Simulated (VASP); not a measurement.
# S (P-3m1) in VASP: single point with PBE

Aim: the single point of S with PBE.

Program: VASP 6.6.1. These are calculated values, not measurements. Logs are shortened: lines on timing, memory, paths and dates and some standing lists are left out, and cuts for length are marked.

**1. The cell of the first run**

Symmetry: P-3m1, No. 164, trigonal system. Conventional cell: a = 3.645 Å, b = 3.645 Å, c = 6.542 Å, α = 90.00°, β = 90.00°, γ = 120.00°. Within 4.7 Å of S (site symmetry 3m) lie 12 S at 3.56 to 4.23 Å.

**2. Single point, PBE**

Input file INCAR:

```
SYSTEM = S
ALGO = Normal ; EDIFF = 1E-6
ENCUT = 500 ; GGA = PE
GGA_COMPAT = .False. ; ISIF = 2
ISMEAR = -1 ; LASPH = .True.
LCHARG = .False. ; LREAL = .False.
LWAVE = .False. ; NBANDS = 13
NELM = 120 ; PREC = Accurate
SIGMA = 0.15
```

Input file KPOINTS:

```
k-points
0
Gamma
  7 7 4
  0 0 0
```

Input file POSCAR:

```
S
1.0
    3.6451380000      0.0000000000      0.0000000000
   -1.8225690000      3.1567820000      0.0000000000
    0.0000000000      0.0000000000      6.5415020000
S
2
Direct
    0.3333333333      0.6666666667      0.7803370000
    0.6666666667      0.3333333333      0.2196630000
```

Potentials or basis: VASP PAW PBE potentials, release 64 (S).

On the command line:

```bash
$ cat potpaw_PBE.64/S/POTCAR > POTCAR
$ mpirun -np 1 vasp_std > vasp.out
```

OUTCAR:

```text
SYSTEM = S
   EDIFF = 1E-6
   ENCUT = 500
   GGA = PE
   ISIF = 2
   ISMEAR = -1
   LASPH = .True.
   LREAL = .False.
   NELM = 120
   PREC = Accurate

 ion  position               nearest neighbor table
   1  0.333  0.667  0.780-
   2  0.667  0.333  0.220-

  LATTYP: Found a hexagonal cell.
 ALAT       =     3.6451380000
 C/A-ratio  =     1.7945828114

  Lattice vectors:

 A1 = (   3.6451380000,   0.0000000000,   0.0000000000)
 A2 = (  -1.8225690000,   3.1567820000,   0.0000000000)
 A3 = (   0.0000000000,   0.0000000000,   6.5415020000)

Analysis of symmetry for initial positions (statically):
=====================================================================
 Subroutine PRICEL returns:
 Original cell was already a primitive cell.

 Routine SETGRP: Setting up the symmetry group for a
 hexagonal supercell.

 Subroutine GETGRP returns: Found 12 space group operations
 (whereof 12 operations were pure point group operations)
 out of a pool of 24 trial point group operations.

The static configuration has the point symmetry D_3d.

Analysis of symmetry for dynamics (positions and initial velocities):
=====================================================================
 Subroutine PRICEL returns:
 Original cell was already a primitive cell.

 Routine SETGRP: Setting up the symmetry group for a
 hexagonal supercell.

 Subroutine GETGRP returns: Found 12 space group operations
 (whereof 12 operations were pure point group operations)
 out of a pool of 24 trial point group operations.

The dynamic configuration has the point symmetry D_3d.

 Subroutine INISYM returns: Found 12 space group operations
 (whereof 12 operations are pure point group operations),
 and found     1 'primitive' translations

----------------------------------------------------------------------------------------

                                     Primitive cell

  volume of cell :      75.2724

  direct lattice vectors                    reciprocal lattice vectors
     3.645138000  0.000000000  0.000000000     0.274338036  0.158389144  0.000000000
    -1.822569000  3.156782000  0.000000000     0.000000000  0.316778289  0.000000000
     0.000000000  0.000000000  6.541502000     0.000000000  0.000000000  0.152870090

  length of vectors
     3.645138000  3.645137906  6.541502000     0.316778281  0.316778289  0.152870090

  position of ions in fractional coordinates (direct lattice)
     0.333333333  0.666666667  0.780337000
     0.666666667  0.333333333  0.219663000

  ion indices of the primitive-cell ions
   primitive index   ion index
[... 85 lines left out ...]
   NELECT =      12.0000    total number of electrons
   NUPDOWN=      -1.0000    fix difference up-down
   EMIN   =  10.00;   EMAX   =-10.00  energy-range for DOS
   EFERMI =   0.00;   METHOD = LEGACY
   ISMEAR =    -1;   SIGMA  =   0.15  broadening in eV -4-tet -1-fermi 0-gaus
   EFERMI_NEDOS =   21; number of points for ismear=-14 and -15
   IALGO  =     38    algorithm
   IMIX   =      4    mixing-type and parameters
     AMIX     =   0.40;   BMIX     =  1.00
     AMIX_MAG =   1.60;   BMIX_MAG =  1.00
  volume/ion in A,a.u.               =      37.64       253.98
  Fermi-wavevector in a.u.,A,eV,Ry     =   0.887680  1.677472 10.721068  0.787976
  Thomas-Fermi vector in A             =   2.009010
   LORBIT       =      0    0 simple, 1 ext, 2 COOP (PROOUT), +10 PAW based schemes
   GGA     = PE    functional components
   LHFCALC =     F    Hartree Fock is set to
   AEXX    =    0.0000 exact exchange contribution
   IVDW    =     0    specifies the selected vdW correction
   LEPSILON=     F    determine dielectric tensor
   LRPA    =     F    only Hartree local field effects (RPA)
 non-spin polarized calculation
  energy-cutoff  :      500.00
  volume of cell :       75.27
 maximum number of plane-waves:      1944
 NGX is ok and might be reduce to    28
   NGX = 13   NGY = 13   NGZ = 23

 number of electron      12.0000000 magnetization

 Free energy of the ion-electron system (eV)
  ---------------------------------------------------
  ext. energy  EPLUGINS =         0.00000000
  ---------------------------------------------------
  free energy    TOTEN  =        -3.26326333 eV

  energy without entropy =       -2.82378993  energy(sigma->0) =       -3.04352663

 E-fermi :  -1.2071     XC(G=0):  -7.2815

 val. band max:       -1.2072570922   @ k =   0.2857   0.0000   0.5000
 cond. band min:      -1.1979652951   @ k =   0.0000   0.0000   0.2500
 fundamental gap:      0.0092917971
 Fermi energy:        -1.2071134891

 k-point     1 :       0.0000    0.0000    0.0000
  band No.  band energies     occupation
      1     -12.8518      2.00000
      2     -12.2336      2.00000
      3      -3.3760      2.00000
      4      -0.7704      0.10320
      5      -0.6827      0.05886
      6      -0.6827      0.05886
      7      -0.4181      0.01034
      8      -0.4181      0.01034
      9       5.4744      0.00000
     10       7.1281      0.00000
     11       9.1784      0.00000
     12      10.3716      0.00000
     13      10.3716      0.00000
[... 354 lines left out ...]
  band No.  band energies     occupation
      1     -12.0880      2.00000
      2     -11.9287      2.00000
      3      -3.3349      2.00000
      4      -3.1519      2.00000
      5      -1.5268      1.78776
      6      -1.2657      1.19299
      7      -1.1974      0.96748
      8      -0.9227      0.26108
      9       6.5047      0.00000
     10       6.8108      0.00000
     11       7.8888      0.00000
     12       8.3169      0.00000
     13      11.1219      0.00000

 [... further k-points ...]

------------------------ aborting loop because EDIFF is reached ----------------------------------------

  FORCE on cell =-STRESS in cart. coord.  units (eV):
  Direction    XX          YY          ZZ          XY          YZ          ZX
  --------------------------------------------------------------------------------------
  -------------------------------------------------------------------------------------
  Total       -3.9188701     -3.9188698     -3.0249090      0.0000000      0.0000000      0.0000000
  in kB      -83.4133191    -83.4133134    -64.3853198      0.0000000      0.0000000      0.0000000
  external PRESSURE =     -77.0706508 kB  Pullay stress =       0.0000000 kB

 VOLUME and BASIS-vectors are now :
 -----------------------------------------------------------------------------
  energy-cutoff  :      500.00
  volume of cell :       75.27
      direct lattice vectors                 reciprocal lattice vectors
     3.645138000  0.000000000  0.000000000     0.274338036  0.158389144  0.000000000
    -1.822569000  3.156782000  0.000000000     0.000000000  0.316778289  0.000000000
     0.000000000  0.000000000  6.541502000     0.000000000  0.000000000  0.152870090

 POSITION                                       TOTAL-FORCE (eV/Angst)
 -----------------------------------------------------------------------------------
     -0.00000      2.10452      5.10458         0.000000      0.000000      0.685697
      1.82257      1.05226      1.43693        -0.000000      0.000000     -0.685697
 -----------------------------------------------------------------------------------
    total drift:                               -0.000000      0.000000      0.000000

  FREE ENERGIE OF THE ION-ELECTRON SYSTEM (eV)
  ---------------------------------------------------
  free  energy   TOTEN  =        -3.2632633252 eV

  energy  without entropy=       -2.8237899314  energy(sigma->0) =       -3.04352663
```

stdout:

```text
POSCAR found type information on POSCAR S
 POSCAR found :  1 types and       2 ions
 scaLAPACK will be used
 LDA part: xc-table for (Slater+PW92), standard interpolation
 POSCAR, INCAR and KPOINTS ok, starting setup
 FFT: planning ... GRIDC
 FFT: planning ... GRID_SOFT
 FFT: planning ... GRID
 WAVECAR not read
 entering main loop
```

Wall time 15 s (1 thread of Intel Xeon Platinum 8259CL at 2.50GHz (Skylake/Cascade Lake), shared host); peak memory 0.17 GiB.

Results:

```
Free energy            : -3.2633 eV
Pressure               : -7.7 GPa
Largest force          : 0.686 eV/Å
Band gap on the k mesh : zero (bands 6 and 7 overlap by 1.02 eV)
```

Forces in eV/Å, atoms in the order of the input:
```
S    0.000  0.000  0.686
S    0.000  0.000 -0.686
```

Caveat: the cell stands under tension; this functional lacks dispersion, which binds layers or chains, so the pressure and a relaxed spacing across them are unreliable.
